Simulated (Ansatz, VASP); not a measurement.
**AlNi: VASP beside Ansatz**

INCAR

```
PREC = Accurate ; ENCUT = 520
EDIFF = 1E-6 ; ISMEAR = 0
SIGMA = 0.15 ; LREAL = False
LASPH = True ; NELM = 60
ALGO = Fast ; ISIF = 2
LWAVE = False ; LCHARG = False
GGA = PE ; NBANDS = 14
```

The input KPOINTS:

```
regular mesh
0
Gamma
  16 16 16
```

File POSCAR:

```
AlNi
1.0
    1.8929072105     -1.8928758863      0.0000000000
    1.8929072105      1.8928758863      0.0000000000
    0.0000000000      0.0000000000      2.9004437058
Al Ni
1 1
Direct
    0.0000000000      0.0000000000      0.0000000000
    0.5000000000      0.5000000000      0.5000000000
```

Input for Ansatz:

```yaml
crystal:
  lattice:
    - [1.8929072105, -1.8928758863, 0.0]
    - [1.8929072105, 1.8928758863, 0.0]
    - [0.0, 0.0, 2.9004437058]
  atoms:
    - { symbol: Al, position: [0.0, 0.0, 0.0] }
    - { symbol: Ni, position: [0.5, 0.5, 0.5] }
basis:
  ecutwfc: 520.0
kpoints:
  mp_grid: { grid: [16, 16, 16] }
hamiltonian:
  xc: pbe
  pseudopotentials: { kind: paw, azcp: { folder: soft_1 } }
scf:
  occupations: { method: gaussian, width: 0.15 }
output:
  forces: true
  stress: true
  eigenvalues: true
```

Change from the starting cell: normal strain along x -0.0733, normal strain along y -0.0733.

Alike in both runs: task single point; functional PBE; k mesh 16 × 16 × 16; occupations gaussian, width 0.15 eV; no spin polarisation.

```csv
,VASP,Ansatz
version,VASP 6.6.1,Ansatz 0.2.0
potentials or method,"VASP PAW PBE potentials, release 64 (Al, Ni), cutoff 520 eV","scalar-relativistic, plane waves, PAW"
valence electrons in the cell,13,21
```

Ansatz gave:

```
gap on the k mesh at the Fermi level (eV)                     : none
pressure (GPa)                                                : 34.2
traceless stress, the component that is largest in VASP (GPa) : -4.57
```

Task: Which values does VASP return?

Result: gap on the k mesh at the Fermi level (eV): none; pressure (GPa): 34.3; traceless stress, the component that is largest in VASP (GPa): -4.69.

A gap of «none» marks a metal or a gap that the smearing closes. Both programs put the cell under a high pressure, so it lies far from rest at this level. VASP's potentials hold 13 valence electrons a cell and Ansatz's 21, so a difference there can come from the potentials and not from the codes. Ansatz's warnings: near symmetry operations not taken.
